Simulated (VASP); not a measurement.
The system is HfO2.

```
Hf O
1.0
     0.00000    2.52931    2.52931
     2.52931    0.00000    2.52931
     2.52931    2.52931    0.00000
Hf O
1 2
Direct
  0.00000 0.00000 0.00000
  0.75000 0.75000 0.75000
  0.25000 0.25000 0.25000
```

- Program: VASP 6.6.1
- Task: relaxation of cell and atoms
- Functional: r2SCAN
- Potentials or basis: VASP PAW PBE potentials, release 64 (Hf_pv, O)
- Cutoff: 600 eV
- k mesh: 8 × 8 × 8
- Occupations: gaussian, width 0.02 eV
- Spin: no spin polarisation

At the start: pressure -4.3 GPa; volume 10.79 Å³/atom.

**Question.** Where does the relaxation end?

**Answer.** Over 3 steps the energy falls by 2.3 meV/atom and the volume is 10.62 Å³/atom (-1.6 %); space group Fm-3m (No. 225, to 0.05 Å).

Step by step:
```
step  energy change (eV)  largest force (eV/Å)  pressure (GPa)  volume (Å³)
   1              0.0000                0.0000           -4.30        32.36
   2              0.0126                0.0000            7.71        31.03
   3             -0.0068                0.0000           -0.13        31.86
```

Final structure:
```xyz
3
Lattice="0.0000 2.5161 2.5161 2.5161 0.0000 2.5161 2.5161 2.5161 0.0000" Properties=species:S:1:pos:R:3 pbc="T T T"
Hf    0.0000    0.0000    0.0000
O     3.7742    3.7742    3.7742
O     1.2581    1.2581    1.2581
```

Caveat: the PAW data sets were made with another functional, which shifts forces and pressure a little.
